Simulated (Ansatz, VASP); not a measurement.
## ZnCd2S in VASP and in Ansatz

INCAR

```
PREC = Accurate
ENCUT = 520
EDIFF = 1E-7
ISMEAR = 0
SIGMA = 0.1
LREAL = F
LASPH = T
NELM = 100
ALGO = Normal
ISIF = 2
LWAVE = F
LCHARG = F
GGA = PE
NBANDS = 29
```

Contents of KPOINTS:

```
regular mesh
0
Gamma
  4 4 4
```

File POSCAR:

```
ZnCd2S
1.0
    4.3106776500      0.0000000000      0.0000000000
    0.0000000000      4.3106776500      0.0000000000
    0.0000000000      0.0000000000      4.3234652400
Zn Cd S
1 2 1
Direct
    0.0000000000      0.0000000000      0.0000000000
    0.5000000000      0.0000000000      0.5000000000
    0.0000000000      0.5000000000      0.5000000000
    0.5000000000      0.5000000000      0.0000000000
```

Input for Ansatz:

```yaml
crystal:
  lattice:
    - [4.31067765, 0.0, 0.0]
    - [0.0, 4.31067765, 0.0]
    - [0.0, 0.0, 4.32346524]
  atoms:
    - { symbol: Zn, position: [0.0, 0.0, 0.0] }
    - { symbol: Cd, position: [0.5, 0.0, 0.5] }
    - { symbol: Cd, position: [0.0, 0.5, 0.5] }
    - { symbol: S, position: [0.5, 0.5, 0.0] }
basis:
  ecutwfc: 420
kpoints:
  mp_grid: { grid: [4, 4, 4] }
hamiltonian:
  xc: pbe
scf:
  occupations: { method: gaussian, width: 0.1 }
  lower_state_search: "off"
output:
  forces: true
  stress: true
  eigenvalues: true
```

Change from the starting cell: species swapped into the CePd2Pt type (P4/mmm, No. 123).

Alike in both runs: task single point; functional PBE; k mesh 4 × 4 × 4; occupations gaussian, width 0.1 eV; no spin polarisation.

|  | VASP | Ansatz |
| --- | --- | --- |
| version | VASP 6.6.1 | Ansatz 0.2.0 |
| potentials or method | VASP PAW PBE potentials, release 64 (Zn, Cd, S), cutoff 520 eV | scalar-relativistic, plane waves, PAW |
| valence electrons in the cell | 42 | 58 |

```csv
,VASP,Ansatz,Ansatz less VASP
gap on the k mesh at the Fermi level (eV),none,none,-
pressure (GPa),0.9,0.7,-0.25
"traceless stress, the component that is largest in VASP (GPa)",-1.55,-1.55,-0.004
```

A gap of «none» marks a metal or a gap that the smearing closes. VASP's potentials hold 42 valence electrons a cell and Ansatz's 58, so a difference there can come from the potentials and not from the codes.

The k mesh is coarse, so the values compare programs but aren't converged.
